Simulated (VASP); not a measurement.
# Sn: single point with PBE+D3(BJ)

Sn:

```
CELL_PARAMETERS angstrom
-1.99687 1.99687 1.66277
1.99687 -1.99687 1.66277
1.99687 1.99687 -1.66277
ATOMIC_POSITIONS crystal
Sn 0.00000 0.00000 0.00000
```

```
Program                : VASP 6.6.1
Task                   : single point
Functional             : PBE
Dispersion             : D3(BJ)
Potentials or basis    : VASP PAW PBE potentials, release 64 (Sn_d)
Cutoff                 : 520 eV
k mesh                 : 10 × 10 × 10
Occupations            : fermi-dirac, width 0.05 eV
Spin                   : no spin polarisation
Dipole correction      : no
Further INCAR settings : ALGO = Normal; EDIFF = 1e-06; NBANDS = 13
```

- Pressure: 0.0 GPa
- Band gap on the k mesh: zero (band 7 reaches 15.49 eV, above the bottom of band 8 at 6.21 eV)
- Dispersion energy per atom: -0.395 eV

Levels at points of the mesh, in eV from the Fermi level:
```csv
k point,band 4,band 5,band 6,band 7,band 8,band 9,band 10,band 11
"(0.00, 0.00, 0.00)",-21.48,-21.36,-11.25,7.15,7.15,9.53,10.64,11.86
"(0.50, 0.00, 0.00)",-21.34,-21.31,-5.82,-4.31,3.20,4.52,7.41,7.54
"(0.50, 0.50, 0.00)",-21.41,-21.32,-7.24,-4.81,5.74,7.80,10.38,10.83
"(0.50, 0.50, 0.50)",-21.33,-21.30,-3.12,-1.53,-1.53,2.29,3.10,5.90
```

It took 6.9 s on 1 thread of Intel(R) Xeon(R) 6975P-C (Granite Rapids), with other jobs on the host, peak memory 0.16 GiB.

Caveat: spin-orbit coupling is left out, which moves the levels of the heavy elements; pairwise dispersion overbinds metals, which lowers pressure and volume.
